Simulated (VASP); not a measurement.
# AlN (wurtzite) (P6_3mc) in VASP: a series of runs

AlN (wurtzite) is run at these levels: PBE; tasks: single point, relaxation of cell and atoms.

Everything below comes from runs of VASP 6.6.1. Logs are shortened: lines on timing, memory, paths and dates and some standing lists are left out, and cuts for length are marked.

### Step 1. The cell of the first run

The structure is hexagonal, space group P6_3mc (No. 186). The conventional cell has a = 3.146 Å, b = 3.146 Å, c = 5.018 Å, α = 90.00°, β = 90.00°, γ = 120.00°. Within 2.5 Å of Al (site symmetry 3m) lie 4 N at 1.91 to 1.92 Å. Within 2.5 Å of N (site symmetry 3m) lie 4 Al at 1.91 to 1.92 Å.

### Step 2. Single point, PBE

Input file INCAR:

```
PREC = Accurate
ENCUT = 520
EDIFF = 1E-7
ISMEAR = 0
SIGMA = 0.01
LREAL = F
LASPH = T
NELM = 60
ALGO = Normal
ISIF = 2
LWAVE = F
LCHARG = T
GGA = PE
LELF = T
LVHAR = T
NBANDS = 16
```

Input file KPOINTS:

```
regular mesh
0
Gamma
  8 8 5
```

Input file POSCAR:

```
AlN
1.0
    3.1459274416      0.0000000000      0.0000000000
   -1.5729637208      2.7244530829      0.0000000000
    0.0000000000      0.0000000000      5.0177359194
Al N
2 2
Direct
    0.3333333333      0.6666666667     -0.0001826507
    0.6666666667      0.3333333333      0.4998173493
    0.3333333333      0.6666666667      0.3821826507
    0.6666666667      0.3333333333      0.8821826507
```

Potentials or basis: VASP PAW PBE potentials, release 64 (Al, N).

Run with:

```
cat potpaw_PBE.64/Al/POTCAR potpaw_PBE.64/N/POTCAR > POTCAR
mpirun -np 1 vasp_std > vasp.out
```

OUTCAR:

```text
PREC = Accurate
   ENCUT = 520
   EDIFF = 1E-7
   ISMEAR = 0
   LREAL = F
   LASPH = T
   NELM = 60
   ISIF = 2
   GGA = PE

 ion  position               nearest neighbor table
   1  0.333  0.667  1.000-   4 1.91   4 1.91   4 1.91   3 1.92   2 3.10   2 3.10   2 3.10   2 3.10
                             2 3.10   2 3.10
   2  0.667  0.333  0.500-   3 1.91   3 1.91   3 1.91   4 1.92   1 3.10   1 3.10   1 3.10   1 3.10
                             1 3.10   1 3.10
   3  0.333  0.667  0.382-   2 1.91   2 1.91   2 1.91   1 1.92
   4  0.667  0.333  0.882-   1 1.91   1 1.91   1 1.91   2 1.92

  LATTYP: Found a hexagonal cell.
 ALAT       =     3.1459274416
 C/A-ratio  =     1.5949941671

  Lattice vectors:

 A1 = (   3.1459274416,   0.0000000000,   0.0000000000)
 A2 = (  -1.5729637208,   2.7244530829,   0.0000000000)
 A3 = (   0.0000000000,   0.0000000000,   5.0177359194)

Analysis of symmetry for initial positions (statically):
=====================================================================
 Subroutine PRICEL returns:
 Original cell was already a primitive cell.

 Routine SETGRP: Setting up the symmetry group for a
 hexagonal supercell.

 Subroutine GETGRP returns: Found 12 space group operations
 (whereof  6 operations were pure point group operations)
 out of a pool of 24 trial point group operations.

The static configuration has the point symmetry C_3v.
 The point group associated with its full space group is C_6v.

Analysis of symmetry for dynamics (positions and initial velocities):
=====================================================================
 Subroutine PRICEL returns:
 Original cell was already a primitive cell.

 Routine SETGRP: Setting up the symmetry group for a
 hexagonal supercell.

 Subroutine GETGRP returns: Found 12 space group operations
 (whereof  6 operations were pure point group operations)
 out of a pool of 24 trial point group operations.

The dynamic configuration has the point symmetry C_3v.
 The point group associated with its full space group is C_6v.

 Subroutine INISYM returns: Found 12 space group operations
 (whereof  6 operations are pure point group operations),
 and found     1 'primitive' translations

----------------------------------------------------------------------------------------
[... 91 lines left out ...]
   ISPIN  =      1    spin polarized calculation?
   LNONCOLLINEAR =      F non collinear calculations
   LSORBIT =      F    spin-orbit coupling
   LASPH  =      T    aspherical Exc in radial PAW
   ENCUT  =  520.0 eV  38.22 Ry    6.18 a.u.   5.85  5.85  9.33*2*pi/ulx,y,z
   NELM   =     60;   NELMIN=  2; NELMDL= -5     # of ELM steps
   EDIFF  = 0.1E-06   stopping-criterion for ELM
   LREAL  =      F    real-space projection
   EDIFFG = 0.1E-05   stopping-criterion for IOM
   NSW    =      0    number of steps for IOM
   IBRION =     -1    ionic relax: 0-MD 1-quasi-New 2-CG
   NFREE  =      0    steps in history (QN), initial steepest desc. (CG)
   ISIF   =      2    stress and relaxation
   ISYM   =      2    0-nonsym 1-usesym 2-fastsym
   POTIM  = 0.5000    time-step for ionic-motion
   TEBEG  =    0.0;   TEEND  =   0.0 temperature during run
   PSTRESS=    0.0 pullay stress
   NELECT =      16.0000    total number of electrons
   NUPDOWN=      -1.0000    fix difference up-down
   EMIN   =  10.00;   EMAX   =-10.00  energy-range for DOS
   EFERMI =   0.00;   METHOD = LEGACY
   ISMEAR =     0;   SIGMA  =   0.01  broadening in eV -4-tet -1-fermi 0-gaus
   EFERMI_NEDOS =   21; number of points for ismear=-14 and -15
   IALGO  =     38    algorithm
   IMIX   =      4    mixing-type and parameters
     AMIX     =   0.40;   BMIX     =  1.00
     AMIX_MAG =   1.60;   BMIX_MAG =  1.00
  volume/ion in A,a.u.               =      10.75        72.56
  Fermi-wavevector in a.u.,A,eV,Ry     =   1.177433  2.225026 18.862417  1.386349
  Thomas-Fermi vector in A             =   2.313780
   LORBIT       =      0    0 simple, 1 ext, 2 COOP (PROOUT), +10 PAW based schemes
   GGA     = PE    functional components
   LHFCALC =     F    Hartree Fock is set to
   AEXX    =    0.0000 exact exchange contribution
   IVDW    =     0    specifies the selected vdW correction
   LEPSILON=     F    determine dielectric tensor
   LRPA    =     F    only Hartree local field effects (RPA)
 non-spin polarized calculation
 Gauss-broadening in eV      SIGMA  =   0.01
  energy-cutoff  :      520.00
  volume of cell :       43.01
 maximum number of plane-waves:      1172
 NGX is ok and might be reduce to    24
   NGX = 11   NGY = 11   NGZ = 19

 number of electron      15.9999999 magnetization

 Free energy of the ion-electron system (eV)
  ---------------------------------------------------
  ext. energy  EPLUGINS =         0.00000000
  ---------------------------------------------------
  free energy    TOTEN  =       -29.77657582 eV

  energy without entropy =      -29.77657582  energy(sigma->0) =      -29.77657582

 E-fermi :   6.0079     XC(G=0): -10.7838

 val. band max:        5.8995924628   @ k =   0.0000   0.0000   0.0000
 cond. band min:       9.8322843482   @ k =   0.0000   0.0000   0.0000
 fundamental gap:      3.9326918854
 Fermi energy:         6.0079267682

 k-point     1 :       0.0000    0.0000    0.0000
  band No.  band energies     occupation
      1      -9.1383      2.00000
      2      -7.0653      2.00000
      3       0.0276      2.00000
      4       5.0055      2.00000
      5       5.0055      2.00000
      6       5.6597      2.00000
[... 433 lines left out ...]
      3       0.7251      2.00000
      4       1.1113      2.00000
      5       3.9044      2.00000
      6       4.3446      2.00000
[... 8 lines left out ...]
     15      18.2626      0.00000
     16      19.3968      0.00000

 [... further k-points ...]
[... 5 lines left out ...]
  --------------------------------------------------------------------------------------
  -------------------------------------------------------------------------------------
  Total       -0.7345392     -0.7345392     -0.3085621      0.0000000     -0.0000000      0.0000000
  in kB      -27.3646394    -27.3646394    -11.4952194      0.0000000     -0.0000000      0.0000000
  external PRESSURE =     -22.0748327 kB  Pullay stress =       0.0000000 kB

 VOLUME and BASIS-vectors are now :
 -----------------------------------------------------------------------------
  energy-cutoff  :      520.00
  volume of cell :       43.01
      direct lattice vectors                 reciprocal lattice vectors
     3.145927442  0.000000000  0.000000000     0.317871286  0.183523072  0.000000000
    -1.572963721  2.724453083  0.000000000     0.000000000  0.367046145  0.000000000
     0.000000000  0.000000000  5.017735919     0.000000000  0.000000000  0.199293071

 POSITION                                       TOTAL-FORCE (eV/Angst)
 -----------------------------------------------------------------------------------
     -0.00000      1.81630      5.01682         0.000000     -0.000000      0.000179
      1.57296      0.90815      2.50795         0.000000     -0.000000      0.000179
     -0.00000      1.81630      1.91769         0.000000     -0.000000     -0.000179
      1.57296      0.90815      4.42656        -0.000000      0.000000     -0.000179
 -----------------------------------------------------------------------------------
    total drift:                               -0.000000      0.000000      0.000347

  FREE ENERGIE OF THE ION-ELECTRON SYSTEM (eV)
  ---------------------------------------------------
  free  energy   TOTEN  =       -29.7765758217 eV

  energy  without entropy=      -29.7765758217  energy(sigma->0) =      -29.77657582
```

stdout:

```text
POSCAR found type information on POSCAR AlN
 POSCAR found :  2 types and       4 ions
 scaLAPACK will be used
 LDA part: xc-table for (Slater+PW92), standard interpolation
 POSCAR, INCAR and KPOINTS ok, starting setup
 FFT: planning ... GRIDC
 FFT: planning ... GRID_SOFT
 FFT: planning ... GRID
 WAVECAR not read
 entering main loop
```

Wall time 12 s (1 thread of Intel Xeon Platinum 8488C (Sapphire Rapids), shared host); peak memory 0.16 GiB.

What came out:

- Free energy: -29.7766 eV
- Pressure: -2.2 GPa
- Band gap on the k mesh: 3.93 eV, direct

### Step 3. Relaxation of cell and atoms, PBE

This run uses another cell than the first one, of 10.43 Å³/atom, 0.970 times its volume.

Input file INCAR:

```
ALGO     = Normal         # electronic algorithm
EDIFF    = 1E-7           # SCF threshold, eV
EDIFFG   = -0.01          # ionic threshold
ENCUT    = 600            # plane-wave cutoff, eV
GGA      = PE             # functional
IBRION   = 2              # ionic algorithm
ISIF     = 3              # what is computed and relaxed
ISMEAR   = 0              # smearing method
LASPH    = True           # aspherical terms in the spheres
LCHARG   = False          # write CHGCAR
LREAL    = False          # projectors in reciprocal space
LWAVE    = False          # write WAVECAR
NELM     = 100            # most SCF steps
NSW      = 80             # ionic steps
PREC     = Accurate       # precision mode
SIGMA    = 0.01           # smearing width, eV
```

Input file KPOINTS:

```
k-points
0
Gamma
  8 8 5
```

Input file POSCAR:

```
AlN
1.0
    3.1100000000      0.0000000000      0.0000000000
   -1.5550000000      2.6933390058      0.0000000000
    0.0000000000      0.0000000000      4.9800000000
Al N
2 2
Direct
    0.3333333333      0.6666666667      0.0000000000
    0.6666666667      0.3333333333      0.5000000000
    0.3333333333      0.6666666667      0.3820000000
    0.6666666667      0.3333333333      0.8820000000
```

Potentials or basis: VASP PAW PBE potentials, release 64 (Al, N).

Run with:

```
cat potpaw_PBE.64/Al/POTCAR potpaw_PBE.64/N/POTCAR > POTCAR
mpirun -np 1 vasp_std > vasp.out
```

It took 40 s on 1 thread of Intel Xeon Platinum 8488C (Sapphire Rapids), shared host; peak memory 0.18 GiB.

The run converged. Its results:

* Free energy: -29.7824 eV
* Relaxed volume: 10.62 Å³/atom
* Relaxed cell: a = 3.129 Å, b = 3.129 Å, c = 5.013 Å, α = 90.00°, β = 90.00°, γ = 120.00°
* Space group after relaxing (to 0.05 Å): P6_3mc (No. 186)
* Energy gained by relaxing: 2.2 meV/atom
* Ionic steps: 4
* Pressure after relaxing: 0.0 GPa
* Largest force after relaxing: 0.009 eV/Å
* Band gap on the k mesh: 4.06 eV, direct

Forces on the atoms (eV/Å):
```
Al   0.000  0.000  0.009
Al   0.000  0.000  0.009
N    0.000  0.000 -0.009
N    0.000  0.000 -0.009
```

The path:
| step | energy change (eV) | largest force (eV/Å) | pressure (GPa) | volume (Å³) |
| --- | --- | --- | --- | --- |
| 1 | 0.0000 | 0.0086 | 3.74 | 41.71 |
| 2 | -0.0019 | 0.0088 | -3.11 | 43.20 |
| 3 | -0.0089 | 0.0085 | 0.00 | 42.49 |
| 4 | -0.0090 | 0.0086 | 0.00 | 42.50 |

Final structure:
```
Al N
1.0
     3.12860    0.00000    0.00000
    -1.56430    2.70944    0.00000
     0.00000    0.00000    5.01323
Al N
2 2
Cartesian
  0.0000 1.8063 0.0006
  1.5643 0.9031 2.5072
  0.0000 1.8063 1.9145
  1.5643 0.9031 4.4211
```

Levels at points of the mesh, in eV from the valence-band top:
```csv
k point,band 4,band 5,band 6,band 7,band 8,band 9,band 10,band 11,band 12
"(0.00, 0.00, 0.00)",-0.85,-0.85,-0.21,-0.21,0.00,4.06,6.52,10.47,11.03
"(0.50, 0.00, 0.00)",-4.13,-3.30,-2.06,-1.75,-0.69,5.76,5.77,8.03,10.15
```
